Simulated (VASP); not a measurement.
# LaTe4 (P4mm) in VASP: notebook

LaTe4 is run at these levels: PBE; tasks: relaxation of cell and atoms.

Program: VASP 6.6.1. These are calculated values, not measurements. Logs are shortened: lines on timing, memory, paths and dates and some standing lists are left out, and cuts for length are marked.

## 1. The cell of the first run

It takes space group P4mm (No. 99, tetragonal). The conventional cell has a = 4.826 Å, b = 4.826 Å, c = 8.083 Å, α = 90.00°, β = 90.00°, γ = 90.00°. Within 4.2 Å of La (site symmetry 4mm) lie 5 Te at 3.16 to 3.20 Å. Within 4.2 Å of Te (site symmetry 2mm) lie 2 La at 3.20 Å and 8 Te at 3.41 to 3.83 Å. Te (site symmetry 4mm) has 8 Te at 3.42 to 3.83 Å within 4.5 Å. Within 4.2 Å of Te (site symmetry 4mm) lie 1 La at 3.16 Å and 8 Te at 3.42 to 3.71 Å.

## 2. Relaxation of cell and atoms, PBE

INCAR

```
PREC     = Accurate       # precision mode
ENCUT    = 600            # plane-wave cutoff, eV
EDIFF    = 1E-6           # SCF threshold, eV
ISMEAR   = 0              # smearing method
SIGMA    = 0.1            # smearing width, eV
LREAL    = F              # projectors in reciprocal space
LASPH    = T              # aspherical terms in the spheres
NELM     = 100            # most SCF steps
ALGO     = Normal         # electronic algorithm
ISIF     = 3              # what is computed and relaxed
LWAVE    = F              # write WAVECAR
LCHARG   = F              # write CHGCAR
GGA      = PE             # functional
IBRION   = 2              # ionic algorithm
NSW      = 90             # ionic steps
EDIFFG   = -0.04          # ionic threshold
```

KPOINTS

```
Automatic mesh
0
Gamma
  4 4 2
```

POSCAR

```
LaTe4
1.0
    4.8263813600      0.0000000000      0.0000000000
    0.0000000000      4.8263813600      0.0000000000
    0.0000000000      0.0000000000      8.0825863700
La Te
1 4
Direct
    0.0000000000      0.0000000000      0.3957144200
    0.5000000000      0.0000000000      0.1356164700
    0.0000000000      0.5000000000      0.1356164700
    0.5000000000      0.5000000000      0.7674948600
    0.0000000000      0.0000000000      0.7862395600
```

Potentials or basis: VASP PAW PBE potentials, release 64 (La, Te).

The run is started by

```
$ cat potpaw_PBE.64/La/POTCAR potpaw_PBE.64/Te/POTCAR > POTCAR
$ mpirun -np 1 vasp_std > vasp.out
```

OUTCAR:

```text
PREC = Accurate
   ENCUT = 600
   EDIFF = 1E-6
   ISMEAR = 0
   LREAL = F
   LASPH = T
   NELM = 100
   ISIF = 3
   GGA = PE
   IBRION = 2
   NSW = 90
   EDIFFG = -0.04

 ion  position               nearest neighbor table
   1  0.000  0.000  0.396-   5 3.16   3 3.20   2 3.20   3 3.20   2 3.20
   2  0.500  0.000  0.136-   1 3.20   1 3.20   3 3.41   3 3.41   3 3.41   3 3.41
   3  0.000  0.500  0.136-   1 3.20   1 3.20   2 3.41   2 3.41   2 3.41   2 3.41
   4  0.500  0.500  0.767-   5 3.42   5 3.42   5 3.42   5 3.42
   5  0.000  0.000  0.786-   1 3.16   4 3.42   4 3.42   4 3.42   4 3.42

  LATTYP: Found a simple tetragonal cell.
 ALAT       =     4.8263813600
 C/A-ratio  =     1.6746679898

  Lattice vectors:

 A1 = (   4.8263813600,   0.0000000000,   0.0000000000)
 A2 = (   0.0000000000,   4.8263813600,   0.0000000000)
 A3 = (   0.0000000000,   0.0000000000,   8.0825863700)

Analysis of symmetry for initial positions (statically):
=====================================================================
 Subroutine PRICEL returns:
 Original cell was already a primitive cell.

 Routine SETGRP: Setting up the symmetry group for a
 simple tetragonal supercell.

 Subroutine GETGRP returns: Found  8 space group operations
 (whereof  8 operations were pure point group operations)
 out of a pool of 16 trial point group operations.

The static configuration has the point symmetry C_4v.

Analysis of symmetry for dynamics (positions and initial velocities):
=====================================================================
 Subroutine PRICEL returns:
 Original cell was already a primitive cell.

 Routine SETGRP: Setting up the symmetry group for a
 simple tetragonal supercell.

 Subroutine GETGRP returns: Found  8 space group operations
 (whereof  8 operations were pure point group operations)
 out of a pool of 16 trial point group operations.

The dynamic configuration has the point symmetry C_4v.

 Subroutine INISYM returns: Found  8 space group operations
 (whereof  8 operations are pure point group operations),
 and found     1 'primitive' translations

----------------------------------------------------------------------------------------

                                     Primitive cell

  volume of cell :     188.2754

  direct lattice vectors                    reciprocal lattice vectors
     4.826381360  0.000000000  0.000000000     0.207194568  0.000000000  0.000000000
     0.000000000  4.826381360  0.000000000     0.000000000  0.207194568  0.000000000
     0.000000000  0.000000000  8.082586370     0.000000000  0.000000000  0.123722773

  length of vectors
     4.826381360  4.826381360  8.082586370     0.207194568  0.207194568  0.123722773

  position of ions in fractional coordinates (direct lattice)
     0.000000000  0.000000000  0.395714420
     0.500000000  0.000000000  0.135616470
     0.000000000  0.500000000  0.135616470
     0.500000000  0.500000000  0.767494860
     0.000000000  0.000000000  0.786239560

  ion indices of the primitive-cell ions
   primitive index   ion index
                 1           1
                 2           2
                 3           3
                 4           4
                 5           5

----------------------------------------------------------------------------------------

 KPOINTS: Automatic mesh

Automatic generation of k-mesh.
 Grid dimensions read from file:
 generate k-points for:    4    4    2

 Generating k-lattice:

  Cartesian coordinates                     Fractional coordinates (reciprocal lattice)
     0.051798642  0.000000000  0.000000000     0.250000000  0.000000000  0.000000000
     0.000000000  0.051798642  0.000000000     0.000000000  0.250000000  0.000000000
     0.000000000  0.000000000  0.061861387     0.000000000  0.000000000  0.500000000

  Length of vectors
     0.051798642  0.051798642  0.061861387

  Shift w.r.t. Gamma in fractional coordinates (k-lattice)
     0.000000000  0.000000000  0.000000000

 Subroutine IBZKPT returns following result:
 ===========================================

 Found     12 irreducible k-points:

 Following reciprocal coordinates:
            Coordinates               Weight
  0.000000  0.000000  0.000000      1.000000
  0.250000  0.000000  0.000000      4.000000
  0.500000  0.000000  0.000000      2.000000
  0.250000  0.250000  0.000000      4.000000
  0.500000  0.250000  0.000000      4.000000
  0.500000  0.500000  0.000000      1.000000
  0.000000  0.000000  0.500000      1.000000
  0.250000  0.000000  0.500000      4.000000
  0.500000  0.000000  0.500000      2.000000
  0.250000  0.250000  0.500000      4.000000
  0.500000  0.250000  0.500000      4.000000
  0.500000  0.500000  0.500000      1.000000
   k-points           NKPTS =     12   k-points in BZ     NKDIM =     12   number of bands    NBANDS=     21
   number of dos      NEDOS =    301   number of ions     NIONS =      5
   total plane-waves  NPLWV = 112000
   dimension x,y,z NGX =    40 NGY =   40 NGZ =   70
   dimension x,y,z NGXF=    80 NGYF=   80 NGZF=  140
   ions per type =               1   4
   NGX,Y,Z   is equivalent  to a cutoff of  13.78, 13.78, 14.40 a.u.
   NGXF,Y,Z  is equivalent  to a cutoff of  27.56, 27.56, 28.80 a.u.
 SYSTEM =  unknown system
   PREC   = accura    normal or accurate (medium, high low for compatibility)
   ISTART =      0    job   : 0-new  1-cont  2-samecut
   ICHARG =      2    charge: 1-file 2-atom 10-const
   ISPIN  =      1    spin polarized calculation?
   LNONCOLLINEAR =      F non collinear calculations
   LSORBIT =      F    spin-orbit coupling
   LASPH  =      T    aspherical Exc in radial PAW
   ENCUT  =  600.0 eV  44.10 Ry    6.64 a.u.   9.64  9.64 16.14*2*pi/ulx,y,z
   NELM   =    100;   NELMIN=  2; NELMDL= -5     # of ELM steps
   EDIFF  = 0.1E-05   stopping-criterion for ELM
   LREAL  =      F    real-space projection
   EDIFFG = -.4E-01   stopping-criterion for IOM
   NSW    =     90    number of steps for IOM
   IBRION =      2    ionic relax: 0-MD 1-quasi-New 2-CG
   NFREE  =      1    steps in history (QN), initial steepest desc. (CG)
   ISIF   =      3    stress and relaxation
   ISYM   =      2    0-nonsym 1-usesym 2-fastsym
   POTIM  = 0.5000    time-step for ionic-motion
   TEBEG  =    0.0;   TEEND  =   0.0 temperature during run
   PSTRESS=    0.0 pullay stress
   NELECT =      35.0000    total number of electrons
   NUPDOWN=      -1.0000    fix difference up-down
   EMIN   =  10.00;   EMAX   =-10.00  energy-range for DOS
   EFERMI =   0.00;   METHOD = LEGACY
   ISMEAR =     0;   SIGMA  =   0.10  broadening in eV -4-tet -1-fermi 0-gaus
   EFERMI_NEDOS =   21; number of points for ismear=-14 and -15
   IALGO  =     38    algorithm
   IMIX   =      4    mixing-type and parameters
     AMIX     =   0.40;   BMIX     =  1.00
     AMIX_MAG =   1.60;   BMIX_MAG =  1.00
  volume/ion in A,a.u.               =      37.66       254.11
  Fermi-wavevector in a.u.,A,eV,Ry     =   0.934329  1.765625 11.877477  0.872970
  Thomas-Fermi vector in A             =   2.061122
   LORBIT       =      0    0 simple, 1 ext, 2 COOP (PROOUT), +10 PAW based schemes
   GGA     = PE    functional components
   LHFCALC =     F    Hartree Fock is set to
   AEXX    =    0.0000 exact exchange contribution
   IVDW    =     0    specifies the selected vdW correction
   LEPSILON=     F    determine dielectric tensor
   LRPA    =     F    only Hartree local field effects (RPA)
 conjugate gradient relaxation of ions
 non-spin polarized calculation
 Gauss-broadening in eV      SIGMA  =   0.10
  energy-cutoff  :      600.00
  volume of cell :      188.28
 maximum number of plane-waves:      6336
 NGX is ok and might be reduce to    40
   NGX = 19   NGY = 19   NGZ = 33

--------------------------------------- Ionic step        1  -------------------------------------------

 number of electron      35.0000002 magnetization

 Free energy of the ion-electron system (eV)
  ---------------------------------------------------
  ext. energy  EPLUGINS =         0.00000000
  ---------------------------------------------------
  free energy    TOTEN  =       -19.42888333 eV

  energy without entropy =      -19.40007825  energy(sigma->0) =      -19.41448079

------------------------ aborting loop because EDIFF is reached ----------------------------------------

  FORCE on cell =-STRESS in cart. coord.  units (eV):
  Direction    XX          YY          ZZ          XY          YZ          ZX
  --------------------------------------------------------------------------------------
  -------------------------------------------------------------------------------------
  Total       -3.9230003     -3.9230003      1.6206647      0.0000000      0.0000000     -0.0000000
  in kB      -33.3837637    -33.3837637     13.7914564      0.0000000      0.0000000     -0.0000000
  external PRESSURE =     -17.6586903 kB  Pullay stress =       0.0000000 kB
[... 98 lines left out ...]
  FREE ENERGIE OF THE ION-ELECTRON SYSTEM (eV)
  ---------------------------------------------------
  free  energy   TOTEN  =       -19.7682055830 eV

  energy  without entropy=      -19.7438788965  energy(sigma->0) =      -19.75604224

[... ionic steps 4 to 19 ...]

--------------------------------------- Ionic step       20  -------------------------------------------

 number of electron      34.9999998 magnetization

------------------------ aborting loop because EDIFF is reached ----------------------------------------

  FORCE on cell =-STRESS in cart. coord.  units (eV):
  Direction    XX          YY          ZZ          XY          YZ          ZX
  --------------------------------------------------------------------------------------
  -------------------------------------------------------------------------------------
  Total       -0.0069090     -0.0069090     -0.0847582      0.0000000      0.0000000      0.0000000
  in kB       -0.0607886     -0.0607886     -0.7457446      0.0000000      0.0000000      0.0000000
  external PRESSURE =      -0.2891073 kB  Pullay stress =       0.0000000 kB
[... 63 lines left out ...]
  energy  without entropy=      -20.2719493492  energy(sigma->0) =      -20.28135231

--------------------------------------- Ionic step       22  -------------------------------------------

 number of electron      34.9999998 magnetization

 Free energy of the ion-electron system (eV)
  ---------------------------------------------------
  ext. energy  EPLUGINS =         0.00000000
  ---------------------------------------------------
  free energy    TOTEN  =       -20.29126869 eV

  energy without entropy =      -20.27239904  energy(sigma->0) =      -20.28183386

 E-fermi :   5.8247     XC(G=0):  -8.8442

 val. band max:        5.7809234011   @ k =   0.2500   0.0000   0.5000
 cond. band min:       5.8986737334   @ k =   0.2500   0.0000   0.5000
 fundamental gap:      0.1177503324
 Fermi energy:         5.8247187574

 k-point     1 :       0.0000    0.0000    0.0000
  band No.  band energies     occupation
      1     -27.3003      2.00000
      2     -11.2435      2.00000
      3     -10.9873      2.00000
      4     -10.9873      2.00000
      5      -6.9473      2.00000
      6      -6.2828      2.00000
[... 309 lines left out ...]
  FREE ENERGIE OF THE ION-ELECTRON SYSTEM (eV)
  ---------------------------------------------------
  free  energy   TOTEN  =       -20.2912686905 eV

  energy  without entropy=      -20.2723990366  energy(sigma->0) =      -20.28183386

 reached required accuracy - stopping structural energy minimisation
```

Run time: 24 min. Hardware: 1 thread of Oxide Virtual Turin-like, shared host; peak memory 0.35 GiB.

What came out:

- Free energy: -20.2913 eV
- Relaxed volume: 36.53 Å³/atom
- Relaxed cell: a = 4.499 Å, b = 4.499 Å, c = 9.025 Å, α = 90.00°, β = 90.00°, γ = 90.00°
- Space group after relaxing (to 0.05 Å): P4mm (No. 99)
- Energy gained by relaxing: 172.5 meV/atom
- Ionic steps: 22
- Pressure after relaxing: -0.1 GPa
- Largest force after relaxing: 0.031 eV/Å

Forces on the atoms (eV/Å):
```
La   0.000  0.000  0.013
Te   0.000  0.000  0.023
Te   0.000  0.000  0.023
Te   0.000  0.000 -0.028
Te   0.000  0.000 -0.031
```

Stress tensor (GPa, compression positive):
```
-0.17  0.00  0.00
 0.00 -0.17  0.00
 0.00  0.00  0.08
```

The path:
| step | energy change (eV) | largest force (eV/Å) | pressure (GPa) | volume (Å³) |
| --- | --- | --- | --- | --- |
| 1 | 0.0000 | 0.7260 | -1.77 | 188.28 |
| 2 | -0.2977 | 0.9033 | 0.32 | 177.02 |
| 3 | -0.3393 | 1.0899 | 1.57 | 172.33 |
| 4 | -0.4881 | 0.7701 | 0.45 | 175.62 |
| 5 | -0.4939 | 0.7494 | 0.27 | 176.30 |
| 6 | -0.5897 | 0.6670 | -0.44 | 179.26 |
| 7 | -0.6277 | 0.5940 | -0.95 | 182.40 |
| 8 | -0.6943 | 0.5059 | 0.10 | 178.79 |
| 9 | -0.7139 | 0.6566 | 1.18 | 175.54 |
| 10 | -0.7595 | 0.3686 | 1.01 | 176.38 |
| 11 | -0.8005 | 0.6940 | 0.70 | 178.38 |
| 12 | -0.8246 | 0.5156 | -0.13 | 181.71 |
| 13 | -0.8295 | 0.4056 | -0.66 | 184.06 |
| 14 | -0.8488 | 0.1823 | -0.34 | 182.99 |
| 15 | -0.8529 | 0.0904 | -0.13 | 182.30 |
| 16 | -0.8587 | 0.0766 | 0.14 | 181.23 |
| 17 | -0.8590 | 0.0806 | 0.23 | 180.89 |
| 18 | -0.8602 | 0.0711 | -0.04 | 181.97 |
| 19 | -0.8602 | 0.0722 | -0.02 | 181.85 |
| 20 | -0.8609 | 0.0622 | -0.03 | 182.10 |
| 21 | -0.8619 | 0.0374 | -0.14 | 182.83 |
| 22 | -0.8624 | 0.0308 | -0.09 | 182.67 |

Final structure:
```cif
data_structure
_symmetry_space_group_name_H-M 'P 1'
_symmetry_Int_Tables_number 1
_cell_length_a 4.4990
_cell_length_b 4.4990
_cell_length_c 9.0249
_cell_angle_alpha 90.000
_cell_angle_beta 90.000
_cell_angle_gamma 90.000
_cell_volume 182.67
loop_
_atom_site_label
_atom_site_type_symbol
_atom_site_fract_x
_atom_site_fract_y
_atom_site_fract_z
_atom_site_occupancy
La1 La 0.00000 0.00000 0.43387 1
Te1 Te 0.50000 0.00000 0.17127 1
Te2 Te 0.00000 0.50000 0.17127 1
Te3 Te 0.50000 0.50000 0.67704 1
Te4 Te 0.00000 0.00000 0.76723 1
```

Levels at points of the mesh, in eV from the Fermi level:
```
           k point  band 13  band 14  band 15  band 16  band 17  band 18  band 19  band 20  band 21
(0.00, 0.00, 0.00)    -3.34    -2.03    -1.74    -1.42     1.03     1.03     1.09     1.16     1.44
(0.50, 0.00, 0.00)    -2.15    -2.06    -1.85    -1.67    -1.60    -1.54    -1.08    -0.88     1.56
(0.50, 0.50, 0.00)    -2.19    -2.11    -2.11    -2.08     0.85     0.85     1.42     1.49     1.61
(0.00, 0.00, 0.50)    -3.28    -2.93    -1.44    -1.36     1.03     1.03     1.10     1.17     1.43
(0.50, 0.00, 0.50)    -2.39    -2.01    -1.78    -1.73    -1.54    -1.48    -0.91    -0.82     1.57
(0.50, 0.50, 0.50)    -2.23    -2.23    -2.07    -1.71     0.95     0.95     1.13     1.49     1.67
```

Caveat: the k points lie up to 0.35 Å⁻¹ apart in the final cell; spin-orbit coupling is left out, which moves the levels of the heavy elements.

## 3. Relaxation of cell and atoms, PBE

This run uses another cell than the first one, of 36.97 Å³/atom, 0.982 times its volume.

INCAR

```
SYSTEM = LaTe4
ALGO     = Normal         ! electronic algorithm
EDIFF    = 1E-6           ! SCF threshold, eV
EDIFFG   = -0.01          ! ionic threshold
ENCUT    = 600            ! plane-wave cutoff, eV
GGA      = PE             ! functional
IBRION   = 2              ! ionic algorithm
ISIF     = 3              ! what is computed and relaxed
ISMEAR   = 0              ! smearing method
LASPH    = .True.         ! aspherical terms in the spheres
LCHARG   = .False.        ! write CHGCAR
LREAL    = .False.        ! projectors in reciprocal space
LWAVE    = .False.        ! write WAVECAR
NELM     = 100            ! most SCF steps
NSW      = 100            ! ionic steps
PREC     = Accurate       ! precision mode
SIGMA    = 0.1            ! smearing width, eV
```

KPOINTS

```
k-points
0
Gamma
  8 8 4
  0 0 0
```

POSCAR

```
LaTe4
1.0
    4.4914104685      0.0000000000      0.0000000000
    0.0000000000      4.4914104685      0.0000000000
    0.0000000000      0.0000000000      9.1634864208
La Te
1 4
Direct
    0.0000000000      0.0000000000      0.4350720514
    0.5000000000      0.0000000000      0.1757287692
    0.0000000000      0.5000000000      0.1757287692
    0.5000000000      0.5000000000      0.6714251246
    0.0000000000      0.0000000000      0.7627270657
```

Potentials or basis: VASP PAW PBE potentials, release 64 (La, Te).

The run is started by

```
$ cat potpaw_PBE.64/La/POTCAR potpaw_PBE.64/Te/POTCAR > POTCAR
$ mpirun -np 1 vasp_std > vasp.out
```

Wall time 43 min (1 thread of Oxide Virtual Turin-like, shared host); peak memory 0.46 GiB.

Results (log left out):

| Item | Value |
| --- | --- |
| Free energy | -20.3652 eV |
| Relaxed volume | 37.34 Å³/atom |
| Relaxed cell | a = 4.506 Å, b = 4.506 Å, c = 9.196 Å, α = 90.00°, β = 90.00°, γ = 90.00° |
| Space group after relaxing (to 0.05 Å) | P4mm (No. 99) |
| Energy gained by relaxing | 1.0 meV/atom |
| Ionic steps | 16 |
| Pressure after relaxing | 0.0 GPa |
| Largest force after relaxing | 0.007 eV/Å |

Forces on the atoms (eV/Å):
```
La   0.000  0.000  0.004
Te   0.000  0.000  0.003
Te   0.000  0.000  0.003
Te   0.000  0.000 -0.002
Te   0.000  0.000 -0.007
```

The path:
```csv
step,energy change (eV),largest force (eV/Å),pressure (GPa),volume (Å³)
1,0.0000,0.1243,-0.01,184.85
2,-0.0010,0.0847,0.03,184.80
3,-0.0021,0.0712,0.12,184.70
4,-0.0028,0.0669,0.01,185.41
5,-0.0030,0.0985,-0.17,186.44
6,-0.0030,0.0870,-0.13,186.11
7,-0.0035,0.0760,-0.11,186.23
8,-0.0043,0.0400,-0.09,186.61
9,-0.0042,0.0344,-0.05,187.37
10,-0.0046,0.0087,-0.08,186.95
11,-0.0048,0.0192,0.02,186.52
12,-0.0048,0.0205,0.03,186.48
13,-0.0048,0.0201,0.03,186.51
14,-0.0048,0.0116,-0.01,186.70
15,-0.0048,0.0114,-0.01,186.70
16,-0.0048,0.0073,-0.01,186.68
```

Final structure:
```xyz
5
Lattice="4.5055 0.0000 0.0000 0.0000 4.5055 0.0000 0.0000 0.0000 9.1963" Properties=species:S:1:pos:R:3 pbc="T T T"
La    0.0000    0.0000    3.9602
Te    2.2528    0.0000    1.6283
Te    0.0000    2.2528    1.6283
Te    2.2528    2.2528    6.2234
Te    0.0000    0.0000    6.9819
```

Levels at points of the mesh, in eV from the Fermi level:
```
           k point  band 15  band 16  band 17  band 18  band 19  band 20
(0.00, 0.00, 0.00)    -1.57    -1.33     1.14     1.14     1.22     1.28
(0.50, 0.00, 0.00)    -1.70    -1.60    -1.55    -1.42    -0.98    -0.90
(0.50, 0.50, 0.00)    -1.97    -1.97     1.01     1.01     1.47     1.55
(0.00, 0.00, 0.50)    -1.35    -1.25     1.13     1.13     1.18     1.28
(0.50, 0.00, 0.50)    -1.65    -1.62    -1.46    -1.42    -0.92    -0.82
(0.50, 0.50, 0.50)    -1.99    -1.67     1.10     1.10     1.21     1.55
```

Caveat: spin-orbit coupling is left out, which moves the levels of the heavy elements.
